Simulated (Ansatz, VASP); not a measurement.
# One calculation of BiC2, two programs

Contents of INCAR:

```
PREC = Accurate
ENCUT = 600
EDIFF = 1E-6
ISMEAR = 0
SIGMA = 0.1
LREAL = False
LASPH = True
NELM = 100
ALGO = Normal
ISIF = 3
LWAVE = False
LCHARG = False
GGA = PE
IBRION = 2
NSW = 100
EDIFFG = -0.01
```

The input KPOINTS:

```
Automatic mesh
0
Gamma
  18 18 6
```

The input POSCAR:

```
BiC2
1.0
    2.7913326928      0.0000000000      0.0000000000
   -1.3956663464      2.4173650224      0.0000000000
    0.0000000000      0.0000000000      8.8485809878
Bi C
1 2
Direct
    0.0000000000      0.0000000000      0.0000000000
    0.3333333333      0.6666666667      0.5000000000
    0.6666666667      0.3333333333      0.5000000000
```

Input for Ansatz:

```yaml
crystal:
  lattice:
    - [2.7913326928, 0.0, 0.0]
    - [-1.3956663464, 2.4173650224, 0.0]
    - [0.0, 0.0, 8.8485809878]
  atoms:
    - { symbol: Bi, position: [0.0, 0.0, 0.0] }
    - { symbol: C, position: [0.3333333333, 0.6666666667, 0.5] }
    - { symbol: C, position: [0.6666666667, 0.3333333333, 0.5] }
basis:
  ecutwfc: 420
kpoints:
  mp_grid: { grid: [18, 18, 6] }
hamiltonian:
  xc: pbe
scf:
  occupations: { method: gaussian, width: 0.1 }
output:
  forces: true
  stress: true
  eigenvalues: true
relax:
  adjacent_minimum: "off"
  f_tol: 0.01
  max_steps: 80
  cell: { stress_tol: 0.05 }
```

Alike in both runs: task relaxation of cell and atoms; functional PBE; k mesh 18 × 18 × 6; occupations gaussian, width 0.1 eV; no spin polarisation.

|  | VASP | Ansatz |
| --- | --- | --- |
| version | VASP 6.6.1 | Ansatz 0.2.0 |
| potentials or method | VASP PAW PBE potentials, release 64 (Bi_d, C), cutoff 600 eV | scalar-relativistic, plane waves, PAW |
| valence electrons in the cell | 23 | 23 |

|  | VASP | Ansatz | Ansatz less VASP |
| --- | --- | --- | --- |
| gap on the k mesh at the Fermi level, each at its own relaxed structure (eV) | none | none | - |
| relaxed volume (Å³/atom) | 19.90 | 19.90 | 0.000 |
| relaxed length of the cell vector where the two differ most in proportion (Å) | 2.791 | 2.791 | 0.0000 |

A gap of «none» marks a metal or a gap that the smearing closes.

Spin-orbit coupling is off throughout. Noted on VASP's run: the relaxation stopped at its first step, so nothing moved.
